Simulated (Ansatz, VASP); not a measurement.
## One calculation of Cu, two programs

The input INCAR:

```
  ALGO = Normal
  DIPOL = 0.5 0.5 0.500
  EDIFF = 1E-6
  ENCUT = 520
  IDIPOL = 3
  ISIF = 2
  ISMEAR = -1
  LASPH = True
  LCHARG = False
  LDIPOL = True
  LREAL = False
  LWAVE = False
  NBANDS = 24
  NELM = 100
  PREC = Accurate
  SIGMA = 0.08
```

Contents of KPOINTS:

```
k-points
0
Gamma
  15 15 1
```

POSCAR

```
Cu
1.0
    2.4874897871      0.0000000000      0.0000000000
    0.0000000000      2.4874897871      0.0000000000
    0.0000000000      0.0000000000     19.5178000000
Cu
3
Direct
    0.0000000000      0.0000000000      0.4098811907
    0.5000000000      0.5000000000      0.5000000000
    0.0000000000      0.0000000000      0.5901188093
```

Input for Ansatz:

```yaml
crystal:
  lattice:
    - [2.4874897871, 0.0, 0.0]
    - [0.0, 2.4874897871, 0.0]
    - [0.0, 0.0, 19.5178]
  atoms:
    - { symbol: Cu, position: [0.0, 0.0, 0.4098811907] }
    - { symbol: Cu, position: [0.5, 0.5, 0.5] }
    - { symbol: Cu, position: [0.0, 0.0, 0.5901188093] }
kpoints:
  mp_grid: { grid: [15, 15, 1] }
scf:
  occupations: { method: fermi_dirac, width: 0.08 }
hamiltonian:
  xc: lda
  pseudopotentials: { kind: paw }
output:
  forces: true
  stress: true
  eigenvalues: true
  populations: true
efield:
  axis: 3
  amplitude: 0
  dipole_correction: true
```

Alike in both runs: task single point; functional LDA; k mesh 15 × 15 × 1; occupations fermi-dirac, width 0.08 eV; no spin polarisation.

|  | VASP | Ansatz |
| --- | --- | --- |
| version | VASP 6.6.1 | Ansatz 0.2.0 |
| potentials or method | VASP PAW LDA potentials, release 64 (Cu) | PAW with Ansatz's default frozen-core files, scalar-relativistic |
| plane-wave cutoff (eV) | 520 | 420 |
| valence electrons in the cell | 33 | 57 |

VASP gave:

```
rms of the force components (eV/Å) : 0.092
```

Q: What did Ansatz give for the same quantities?

A: rms of the force components (eV/Å): 0.110.

LDA's correlation is that of Perdew and Zunger in VASP and of Perdew and Wang (1992) in Ansatz. Atom by atom the forces differ by 0.019 eV/Å (rms over components). VASP's potentials hold 33 valence electrons a cell and Ansatz's 57, so a difference there can come from the potentials and not from the codes.
